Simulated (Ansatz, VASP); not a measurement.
BeTe in VASP and in Ansatz

```
CELL_PARAMETERS angstrom
0.00000 2.83198 2.83198
2.83198 0.00000 2.83198
2.83198 2.83198 0.00000
ATOMIC_POSITIONS crystal
Be 0.00000 0.00000 0.00000
Te 0.25000 0.25000 0.25000
```

Alike in both runs: task single point; functional PBE; k mesh 6 × 6 × 6; no spin polarisation.

|  | VASP | Ansatz |
| --- | --- | --- |
| version | VASP 6.6.1 | Ansatz 0.2.0 |
| potentials or method | VASP PAW PBE potentials, release 64 (Be, Te) | plane waves, PAW |
| plane-wave cutoff (eV) | 520 | 420 |
| occupations | gaussian, width 0.01 eV | fixed |
| valence electrons in the cell | 8 | 18 |

Ansatz gave:

- gap on the k mesh at the Fermi level (eV): 2.03
- pressure (GPa): 0.0

Q: What did VASP give for the same quantities?

A: gap on the k mesh at the Fermi level (eV): 2.01; pressure (GPa): 0.2.

VASP's potentials hold 8 valence electrons a cell and Ansatz's 18, so a difference there can come from the potentials and not from the codes.

Spin-orbit coupling is off throughout.
